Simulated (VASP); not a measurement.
# Sr (Im-3m) in VASP: settings compared

Aim: see how the results for Sr move with the level of theory and the settings. Levels: PBEsol, LDA. Tasks: single point.

All numbers are computed with VASP 6.6.1; they aren't measurements. Logs are shortened: lines on timing, memory, paths and dates and some standing lists are left out, and cuts for length are marked.

**1. The cell of the first run**

It takes space group Im-3m (No. 229, cubic). The conventional cell has a = 4.600 Å, b = 4.600 Å, c = 4.600 Å, α = 90.00°, β = 90.00°, γ = 90.00°. Within 5.2 Å of Sr (site symmetry m-3m) lie 14 Sr at 3.98 to 4.60 Å.

This isn't the form of Sr at room conditions, which is fcc.

**2. Single point, PBEsol (48.66 Å³/atom)**

Contents of INCAR:

```
SYSTEM = Sr
PREC = Accurate
ENCUT = 520
EDIFF = 1E-6
ISMEAR = -1
SIGMA = 0.08
LREAL = .FALSE.
LASPH = .TRUE.
NELM = 100
ALGO = Normal
ISIF = 2
LWAVE = .FALSE.
LCHARG = .FALSE.
GGA = PS
NBANDS = 11
```

Contents of KPOINTS:

```
regular mesh
0
G
  11 11 11
  0 0 0
```

Contents of POSCAR:

```
Sr
1.0
   -2.2998998881      2.2998998881      2.2998998881
    2.2998998881     -2.2998998881      2.2998998881
    2.2998998881      2.2998998881     -2.2998998881
Sr
1
Direct
    0.0000000000      0.0000000000      0.0000000000
```

Potentials or basis: VASP PAW PBE potentials, release 64 (Sr_sv).

The run is started by

```
$ cat potpaw_PBE.64/Sr_sv/POTCAR > POTCAR
$ mpirun -np 1 vasp_std > vasp.out
```

OUTCAR:

```text
SYSTEM = Sr
   PREC = Accurate
   ENCUT = 520
   EDIFF = 1E-6
   ISMEAR = -1
   LREAL = .FALSE.
   LASPH = .TRUE.
   NELM = 100
   ISIF = 2
   GGA = PS

 ion  position               nearest neighbor table
   1  0.000  0.000  0.000-

  LATTYP: Found a body centered cubic cell.
 ALAT       =     4.5997997762

  Lattice vectors:

 A1 = (  -2.2998998881,   2.2998998881,   2.2998998881)
 A2 = (   2.2998998881,  -2.2998998881,   2.2998998881)
 A3 = (   2.2998998881,   2.2998998881,  -2.2998998881)

Analysis of symmetry for initial positions (statically):
=====================================================================
 Subroutine PRICEL returns:
 Original cell was already a primitive cell.

 Routine SETGRP: Setting up the symmetry group for a
 body centered cubic supercell.

 Subroutine GETGRP returns: Found 48 space group operations
 (whereof 48 operations were pure point group operations)
 out of a pool of 48 trial point group operations.

The static configuration has the point symmetry O_h .

Analysis of symmetry for dynamics (positions and initial velocities):
=====================================================================
 Subroutine PRICEL returns:
 Original cell was already a primitive cell.

 Routine SETGRP: Setting up the symmetry group for a
 body centered cubic supercell.

 Subroutine GETGRP returns: Found 48 space group operations
 (whereof 48 operations were pure point group operations)
 out of a pool of 48 trial point group operations.

The dynamic configuration has the point symmetry O_h .

 Subroutine INISYM returns: Found 48 space group operations
 (whereof 48 operations are pure point group operations),
 and found     1 'primitive' translations

----------------------------------------------------------------------------------------

                                     Primitive cell

  volume of cell :      48.6616

  direct lattice vectors                    reciprocal lattice vectors
    -2.299899888  2.299899888  2.299899888     0.000000000  0.217400767  0.217400767
     2.299899888 -2.299899888  2.299899888     0.217400767  0.000000000  0.217400767
     2.299899888  2.299899888 -2.299899888     0.217400767  0.217400767  0.000000000

  length of vectors
     3.983543459  3.983543459  3.983543459     0.307451113  0.307451113  0.307451113

  position of ions in fractional coordinates (direct lattice)
     0.000000000  0.000000000  0.000000000

  ion indices of the primitive-cell ions
   primitive index   ion index
                 1           1

----------------------------------------------------------------------------------------

 KPOINTS: regular mesh

Automatic generation of k-mesh.
 Grid dimensions read from file:
 generate k-points for:   11   11   11

 Generating k-lattice:

  Cartesian coordinates                     Fractional coordinates (reciprocal lattice)
     0.000000000  0.019763706  0.019763706     0.090909091  0.000000000  0.000000000
     0.019763706  0.000000000  0.019763706     0.000000000  0.090909091  0.000000000
     0.019763706  0.019763706  0.000000000     0.000000000  0.000000000  0.090909091

  Length of vectors
     0.027950101  0.027950101  0.027950101

  Shift w.r.t. Gamma in fractional coordinates (k-lattice)
     0.000000000  0.000000000  0.000000000

 Subroutine IBZKPT returns following result:
 ===========================================

 Found     56 irreducible k-points:

 Following reciprocal coordinates:
            Coordinates               Weight
  0.000000  0.000000  0.000000      1.000000
  0.090909  0.000000  0.000000     12.000000
  0.181818  0.000000  0.000000     12.000000
  0.272727  0.000000  0.000000     12.000000
  0.363636  0.000000  0.000000     12.000000
  0.454545  0.000000  0.000000     12.000000
[... 16 lines left out ...]
  0.272727  0.181818  0.090909     48.000000
  0.363636  0.181818  0.090909     24.000000
 [... further k-points ...]
   k-points           NKPTS =     56   k-points in BZ     NKDIM =     56   number of bands    NBANDS=     11
   number of dos      NEDOS =    301   number of ions     NIONS =      1
   total plane-waves  NPLWV =  27000
   dimension x,y,z NGX =    30 NGY =   30 NGZ =   30
   dimension x,y,z NGXF=    60 NGYF=   60 NGZF=   60
   ions per type =               1
   NGX,Y,Z   is equivalent  to a cutoff of  12.52, 12.52, 12.52 a.u.
   NGXF,Y,Z  is equivalent  to a cutoff of  25.04, 25.04, 25.04 a.u.
 SYSTEM =  Sr
   PREC   = accura    normal or accurate (medium, high low for compatibility)
   ISTART =      0    job   : 0-new  1-cont  2-samecut
   ICHARG =      2    charge: 1-file 2-atom 10-const
   ISPIN  =      1    spin polarized calculation?
   LNONCOLLINEAR =      F non collinear calculations
   LSORBIT =      F    spin-orbit coupling
   LASPH  =      T    aspherical Exc in radial PAW
   ENCUT  =  520.0 eV  38.22 Ry    6.18 a.u.   7.41  7.41  7.41*2*pi/ulx,y,z
   NELM   =    100;   NELMIN=  2; NELMDL= -5     # of ELM steps
   EDIFF  = 0.1E-05   stopping-criterion for ELM
   LREAL  =      F    real-space projection
   EDIFFG = 0.1E-04   stopping-criterion for IOM
   NSW    =      0    number of steps for IOM
   IBRION =     -1    ionic relax: 0-MD 1-quasi-New 2-CG
   NFREE  =      0    steps in history (QN), initial steepest desc. (CG)
   ISIF   =      2    stress and relaxation
   ISYM   =      2    0-nonsym 1-usesym 2-fastsym
   POTIM  = 0.5000    time-step for ionic-motion
   TEBEG  =    0.0;   TEEND  =   0.0 temperature during run
   PSTRESS=    0.0 pullay stress
   NELECT =      10.0000    total number of electrons
   NUPDOWN=      -1.0000    fix difference up-down
   EMIN   =  10.00;   EMAX   =-10.00  energy-range for DOS
   EFERMI =   0.00;   METHOD = LEGACY
   ISMEAR =    -1;   SIGMA  =   0.08  broadening in eV -4-tet -1-fermi 0-gaus
   EFERMI_NEDOS =   21; number of points for ismear=-14 and -15
   IALGO  =     38    algorithm
   IMIX   =      4    mixing-type and parameters
     AMIX     =   0.40;   BMIX     =  1.00
     AMIX_MAG =   1.60;   BMIX_MAG =  1.00
  volume/ion in A,a.u.               =      48.66       328.38
  Fermi-wavevector in a.u.,A,eV,Ry     =   0.966079  1.825624 12.698431  0.933308
  Thomas-Fermi vector in A             =   2.095850
   LORBIT       =      0    0 simple, 1 ext, 2 COOP (PROOUT), +10 PAW based schemes
   GGA     = PS    functional components
   LHFCALC =     F    Hartree Fock is set to
   AEXX    =    0.0000 exact exchange contribution
   IVDW    =     0    specifies the selected vdW correction
   LEPSILON=     F    determine dielectric tensor
   LRPA    =     F    only Hartree local field effects (RPA)
 non-spin polarized calculation
  energy-cutoff  :      520.00
  volume of cell :       48.66
 maximum number of plane-waves:      1329
 NGX is ok and might be reduce to    30
   NGX = 15   NGY = 15   NGZ = 15

 number of electron      10.0000000 magnetization

 Free energy of the ion-electron system (eV)
  ---------------------------------------------------
  ext. energy  EPLUGINS =         0.00000000
  ---------------------------------------------------
  free energy    TOTEN  =        -1.84302335 eV

  energy without entropy =       -1.81970463  energy(sigma->0) =       -1.83136399

 E-fermi :   1.8840     XC(G=0):  -7.8195

 val. band max:        1.8562435660   @ k =  -0.4545  -0.4545   0.2727
 cond. band min:       2.0180649670   @ k =  -0.4545  -0.4545   0.1818
 fundamental gap:      0.1618214010
 Fermi energy:         1.8839761669

 k-point     1 :       0.0000    0.0000    0.0000
  band No.  band energies     occupation
      1     -34.3716      2.00000
      2     -16.2413      2.00000
      3     -16.2413      2.00000
      4     -16.2413      2.00000
      5      -1.9113      2.00000
      6       4.4285      0.00000
      7       4.4285      0.00000
      8       4.4285      0.00000
      9       5.9247      0.00000
     10       5.9247      0.00000
     11      10.4793      0.00000

 k-point     2 :       0.0909    0.0000    0.0000
  band No.  band energies     occupation
      1     -34.3694      2.00000
      2     -16.2669      2.00000
      3     -16.2494      2.00000
      4     -16.2414      2.00000
      5      -1.7521      2.00000
      6       4.2857      0.00000
      7       4.3266      0.00000
      8       4.5862      0.00000
      9       5.7170      0.00000
     10       5.9145      0.00000
     11      10.6523      0.00000

 k-point     3 :       0.1818    0.0000    0.0000
  band No.  band energies     occupation
      1     -34.3636      2.00000
      2     -16.3344      2.00000
      3     -16.2709      2.00000
      4     -16.2416      2.00000
      5      -1.2971      2.00000
      6       3.8951      0.00000
      7       3.9505      0.00000
      8       5.0510      0.00000
      9       5.5699      0.00000
     10       5.9231      0.00000
     11      10.8285      0.00000

 k-point     4 :       0.2727    0.0000    0.0000
  band No.  band energies     occupation
      1     -34.3560      2.00000
      2     -16.4207      2.00000
      3     -16.2989      2.00000
      4     -16.2419      2.00000
      5      -0.6171      2.00000
      6       3.2682      0.00000
      7       3.5845      0.00000
      8       5.6973      0.00000
      9       5.7962      0.00000
     10       6.0194      0.00000
     11      10.1919      0.00000
[... 239 lines left out ...]
 k-point    22 :       0.1818    0.1818    0.0909
  band No.  band energies     occupation
      1     -34.3486      2.00000
      2     -16.4787      2.00000
      3     -16.3179      2.00000
      4     -16.2808      2.00000
      5       0.3740      2.00000
      6       2.7585      0.00004
      7       2.9395      0.00000
      8       6.0327      0.00000
      9       6.3386      0.00000
     10       6.9283      0.00000
     11       8.8623      0.00000

 k-point    23 :       0.2727    0.1818    0.0909
  band No.  band energies     occupation
      1     -34.3445      2.00000
      2     -16.4929      2.00000
      3     -16.3586      2.00000
      4     -16.2879      2.00000
      5       1.1329      1.99983
      6       2.4384      0.00195
      7       2.7448      0.00004
      8       6.1264      0.00000
      9       6.4401      0.00000
     10       7.1312      0.00000
     11       8.3043      0.00000

 k-point    24 :       0.3636    0.1818    0.0909
  band No.  band energies     occupation
      1     -34.3430      2.00000
      2     -16.4933      2.00000
      3     -16.3793      2.00000
      4     -16.2898      2.00000
      5       1.5519      1.96898
      6       2.2596      0.01810
      7       2.6708      0.00011
      8       6.0232      0.00000
      9       6.5371      0.00000
     10       6.9397      0.00000
     11       8.4874      0.00000

 [... further k-points ...]

------------------------ aborting loop because EDIFF is reached ----------------------------------------

  FORCE on cell =-STRESS in cart. coord.  units (eV):
  Direction    XX          YY          ZZ          XY          YZ          ZX
  --------------------------------------------------------------------------------------
  -------------------------------------------------------------------------------------
  Total        0.2131723      0.2131723      0.2131723     -0.0000000      0.0000000      0.0000000
  in kB        7.0186667      7.0186667      7.0186667     -0.0000000      0.0000000      0.0000000
  external PRESSURE =       7.0186667 kB  Pullay stress =       0.0000000 kB

 VOLUME and BASIS-vectors are now :
 -----------------------------------------------------------------------------
  energy-cutoff  :      520.00
  volume of cell :       48.66
      direct lattice vectors                 reciprocal lattice vectors
    -2.299899888  2.299899888  2.299899888     0.000000000  0.217400767  0.217400767
     2.299899888 -2.299899888  2.299899888     0.217400767  0.000000000  0.217400767
     2.299899888  2.299899888 -2.299899888     0.217400767  0.217400767  0.000000000

 POSITION                                       TOTAL-FORCE (eV/Angst)
 -----------------------------------------------------------------------------------
      0.00000      0.00000      0.00000        -0.000000     -0.000000      0.000000
 -----------------------------------------------------------------------------------
    total drift:                               -0.000000     -0.000000      0.000000

  FREE ENERGIE OF THE ION-ELECTRON SYSTEM (eV)
  ---------------------------------------------------
  free  energy   TOTEN  =        -1.8430233539 eV

  energy  without entropy=       -1.8197046345  energy(sigma->0) =       -1.83136399
```

Run time: 67 s. Hardware: 1 thread of Intel Xeon 8259CL, shared host; peak memory 0.18 GiB.

What came out:

```yaml
Free_energy: -1.8430 eV
Pressure: 0.7 GPa
Band_gap_on_the_k_mesh: zero (bands 5 and 6 overlap by 0.61 eV)
```

Caveat: the PAW data sets were made with another functional, which shifts forces and pressure a little.

**3. Single point, PBEsol**

Contents of INCAR:

```
SYSTEM = Sr
  PREC = Accurate
  ENCUT = 520
  EDIFF = 1E-6
  ISMEAR = 1
  SIGMA = 0.15
  LREAL = .False.
  LASPH = .True.
  NELM = 100
  ALGO = Normal
  ISIF = 2
  LWAVE = .False.
  LCHARG = .True.
  GGA = PS
  LELF = .True.
  LVHAR = .True.
  NBANDS = 11
```

Contents of KPOINTS:

```
Automatic mesh
0
Gamma
  11 11 11
  0.5 0.5 0.5
```

POSCAR is that of step 2.

Potentials or basis: VASP PAW PBE potentials, release 64 (Sr_sv).

The run is started by

```
$ cat potpaw_PBE.64/Sr_sv/POTCAR > POTCAR
$ mpirun -np 1 vasp_std > vasp.out
```

OUTCAR:

```text
SYSTEM = Sr
   PREC = Accurate
   ENCUT = 520
   EDIFF = 1E-6
   ISMEAR = 1
   LREAL = .False.
   LASPH = .True.
   NELM = 100
   ISIF = 2
   GGA = PS

 ion  position               nearest neighbor table
   1  0.000  0.000  0.000-

  LATTYP: Found a body centered cubic cell.
 ALAT       =     4.5997997762

  Lattice vectors:

 A1 = (  -2.2998998881,   2.2998998881,   2.2998998881)
 A2 = (   2.2998998881,  -2.2998998881,   2.2998998881)
 A3 = (   2.2998998881,   2.2998998881,  -2.2998998881)

Analysis of symmetry for initial positions (statically):
=====================================================================
 Subroutine PRICEL returns:
 Original cell was already a primitive cell.

 Routine SETGRP: Setting up the symmetry group for a
 body centered cubic supercell.

 Subroutine GETGRP returns: Found 48 space group operations
 (whereof 48 operations were pure point group operations)
 out of a pool of 48 trial point group operations.

The static configuration has the point symmetry O_h .

Analysis of symmetry for dynamics (positions and initial velocities):
=====================================================================
 Subroutine PRICEL returns:
 Original cell was already a primitive cell.

 Routine SETGRP: Setting up the symmetry group for a
 body centered cubic supercell.

 Subroutine GETGRP returns: Found 48 space group operations
 (whereof 48 operations were pure point group operations)
 out of a pool of 48 trial point group operations.

The dynamic configuration has the point symmetry O_h .

 Subroutine INISYM returns: Found 48 space group operations
 (whereof 48 operations are pure point group operations),
 and found     1 'primitive' translations

----------------------------------------------------------------------------------------

                                     Primitive cell

  volume of cell :      48.6616
[... 112 lines left out ...]
   GGA     = PS    functional components
   LHFCALC =     F    Hartree Fock is set to
   AEXX    =    0.0000 exact exchange contribution
   IVDW    =     0    specifies the selected vdW correction
   LEPSILON=     F    determine dielectric tensor
   LRPA    =     F    only Hartree local field effects (RPA)
 non-spin polarized calculation
 Methfessel and Paxton  Order N= 1 SIGMA  =   0.15
  energy-cutoff  :      520.00
  volume of cell :       48.66
 maximum number of plane-waves:      1331
 NGX is ok and might be reduce to    30
   NGX = 15   NGY = 15   NGZ = 15

 number of electron      10.0000000 magnetization

 Free energy of the ion-electron system (eV)
  ---------------------------------------------------
  ext. energy  EPLUGINS =         0.00000000
  ---------------------------------------------------
  free energy    TOTEN  =        -1.83339089 eV

  energy without entropy =       -1.83446443  energy(sigma->0) =       -1.83374874

 E-fermi :   1.9072     XC(G=0):  -7.8194

 val. band max:        1.8968407419   @ k =  -0.4091  -0.4091   0.1364
 cond. band min:       1.9343883295   @ k =  -0.4091  -0.4091   0.2273
 fundamental gap:      0.0375475875
 Fermi energy:         1.9071647167

 k-point     1 :       0.0455    0.0455    0.0455
  band No.  band energies     occupation
      1     -34.3698      2.00000
      2     -16.2835      2.00000
      3     -16.2470      2.00000
      4     -16.2470      2.00000
      5      -1.6738      2.00000
      6       4.2201     -0.00000
      7       4.2201     -0.00000
      8       4.6996     -0.00000
      9       5.7922      0.00000
     10       5.7922      0.00000
     11      10.6547      0.00000
[... 309 lines left out ...]
 k-point    24 :      -0.3182    0.5000    0.0455
  band No.  band energies     occupation
      1     -34.3441      2.00000
      2     -16.5016      2.00000
      3     -16.3802      2.00000
      4     -16.2765      2.00000
      5       1.0388      2.00000
      6       2.4092     -0.00002
      7       3.0545     -0.00000
      8       5.4497      0.00000
      9       6.2054      0.00000
     10       7.5017      0.00000
     11       8.3438      0.00000

 [... further k-points ...]

------------------------ aborting loop because EDIFF is reached ----------------------------------------

  FORCE on cell =-STRESS in cart. coord.  units (eV):
  Direction    XX          YY          ZZ          XY          YZ          ZX
  --------------------------------------------------------------------------------------
  -------------------------------------------------------------------------------------
  Total        0.1891954      0.1891954      0.1891954     -0.0000000      0.0000000     -0.0000000
  in kB        6.2292296      6.2292296      6.2292296     -0.0000000      0.0000000     -0.0000000
  external PRESSURE =       6.2292296 kB  Pullay stress =       0.0000000 kB

 VOLUME and BASIS-vectors are now :
 -----------------------------------------------------------------------------
  energy-cutoff  :      520.00
  volume of cell :       48.66
      direct lattice vectors                 reciprocal lattice vectors
    -2.299899888  2.299899888  2.299899888     0.000000000  0.217400767  0.217400767
     2.299899888 -2.299899888  2.299899888     0.217400767  0.000000000  0.217400767
     2.299899888  2.299899888 -2.299899888     0.217400767  0.217400767  0.000000000

 POSITION                                       TOTAL-FORCE (eV/Angst)
 -----------------------------------------------------------------------------------
      0.00000      0.00000      0.00000         0.000000     -0.000000      0.000000
 -----------------------------------------------------------------------------------
    total drift:                                0.000000     -0.000000      0.000000

  FREE ENERGIE OF THE ION-ELECTRON SYSTEM (eV)
  ---------------------------------------------------
  free  energy   TOTEN  =        -1.8333908906 eV

  energy  without entropy=       -1.8344644311  energy(sigma->0) =       -1.83374874
```

stdout:

```text
POSCAR found type information on POSCAR Sr
 POSCAR found :  1 types and       1 ions
 scaLAPACK will be used
 -----------------------------------------------------------------------------
|                                                                             |
|                                                                             |
|     You enforced a specific xc type in the INCAR file but a different       |
|     I HOPE YOU KNOW WHAT YOU ARE DOING!                                     |
|                                                                             |
 -----------------------------------------------------------------------------

 LDA part: xc-table for (Slater+PW92), standard interpolation
 POSCAR, INCAR and KPOINTS ok, starting setup
 FFT: planning ... GRIDC
 FFT: planning ... GRID_SOFT
 FFT: planning ... GRID
 WAVECAR not read
 entering main loop
```

It took 67 s on 1 thread of Intel Xeon 8259CL, shared host; peak memory 0.18 GiB.

Results:

| Property | Result |
| --- | --- |
| Free energy | -1.8334 eV |
| Pressure | 0.6 GPa |
| Band gap on the k mesh | zero (bands 5 and 6 overlap by 0.49 eV) |

Levels at points of the mesh, in eV from the Fermi level:
| k point | band 3 | band 4 | band 5 | band 6 | band 7 | band 8 |
| --- | --- | --- | --- | --- | --- | --- |
| (0.50, 0.50, 0.50) | -18.37 | -18.37 | -0.29 | -0.29 | 4.15 | 4.15 |

Caveat: the PAW data sets were made with another functional, which shifts forces and pressure a little.

[end of part 1 of 2]
